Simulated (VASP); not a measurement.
The system is Mg.

```
Mg
1.0
     1.86963   -3.98983    0.00000
     1.86963    3.98983    0.00000
     0.00000    0.00000    6.01001
Mg
2
Direct
  0.75000 0.25000 0.35185
  0.25000 0.75000 0.64815
```

| Property | Result |
| --- | --- |
| Program | VASP 6.6.1 |
| Task | relaxation of cell and atoms |
| Functional | PBE |
| Potentials or basis | VASP PAW PBE potentials, release 64 (Mg) |
| Cutoff | 600 eV |
| k mesh | 6 × 6 × 4 |
| Occupations | gaussian, width 0.1 eV |
| Spin | no spin polarisation |

At the start: pressure 0.1 GPa; volume 44.83 Å³/atom.

Where does the relaxation end?

Over 24 steps the energy falls by 1017.8 meV/atom and the volume is 22.85 Å³/atom (-49.0 %); space group Fmmm (No. 69, to 0.05 Å).

Step by step:
```
step  energy change (eV)  largest force (eV/Å)  pressure (GPa)  volume (Å³)
   1              0.0000                1.9593            0.14        89.66
   2             -0.4391                0.8133           -2.00        89.94
   3             -0.5958                0.2640           -3.06        89.79
   4             -0.7679                0.0553           -4.10        88.47
   5             -1.3832                0.0159           -4.71        70.13
   6              4.7083                0.0196           91.42        26.90
   7             -1.4944                0.0205           -4.03        65.39
   8             -1.5914                0.0066           -0.09        53.20
   9             -1.6209                0.0302           -2.10        57.35
  10             -1.6212                0.0296           -1.84        56.71
  11             -1.7748                0.2628           -0.94        51.83
  12             -1.5092                1.8003           12.41        37.87
  13             -1.8510                0.5612            0.63        48.04
  14             -1.8604                0.7587            2.04        45.80
  15             -1.9266                0.7291            1.57        44.95
  16             -1.8907                0.4237            3.68        42.71
  17             -1.9363                0.6593            2.30        43.84
  18             -2.0085                0.1321           -0.27        46.27
  19             -2.0103                0.0508           -0.64        46.76
  20             -2.0293                0.0227           -0.20        45.89
  21             -2.0333                0.0146            0.65        44.88
  22             -2.0349                0.0011            0.31        45.26
  23             -2.0349                0.0026            0.35        45.21
  24             -2.0356                0.0036           -0.03        45.69
```

Final structure:
```yaml
crystal:
  lattice:
    - [1.74711, -2.51180, 0.00000]
    - [1.74711, 2.51180, 0.00000]
    - [0.00000, 0.00000, 5.20611]
  atoms:
    - { symbol: Mg, position: [0.75000, 0.25000, 0.24988] }
    - { symbol: Mg, position: [0.25000, 0.75000, 0.75012] }
```

Caveat: the volume moved by over 15 % at a fixed basis, so the end points are rough.
